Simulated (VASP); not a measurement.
A run of VASP 6.6.1:

INCAR

```
SYSTEM = Rh
PREC = Accurate ; ENCUT = 500
EDIFF = 1E-6 ; ISMEAR = -1
SIGMA = 0.08 ; LREAL = .FALSE.
LASPH = .TRUE. ; NELM = 120
ALGO = Normal ; ISIF = 2
LWAVE = .FALSE. ; LCHARG = .FALSE.
NBANDS = 14 ; GGA_COMPAT = .FALSE.
```

Contents of KPOINTS:

```
regular mesh
0
G
  17 17 17
  0 0 0
```

File POSCAR:

```
Rh
1.0
    2.4798091275      0.0000000000      0.0000000000
    0.0000000000      2.4798091275      0.0000000000
    0.0000000000      0.0000000000      2.4798091275
Rh
1
Direct
    0.0000000000      0.0000000000      0.0000000000
```

Potentials or basis: VASP PAW LDA potentials, release 64 (Rh_pv).

Run with:

```sh
$ cat potpaw_LDA.64/Rh_pv/POTCAR > POTCAR
$ mpirun -np 1 vasp_std > vasp.out
```

Hardware: 1 thread of Intel(R) Xeon(R) 6975P-C (Granite Rapids) (shared host).

How long does it take, and how much memory?

Wall time 7.6 s on 1 thread of Intel(R) Xeon(R) 6975P-C (Granite Rapids), with other jobs on the host, peak memory 0.13 GiB. Counts: scf iterations 10, k points 165.
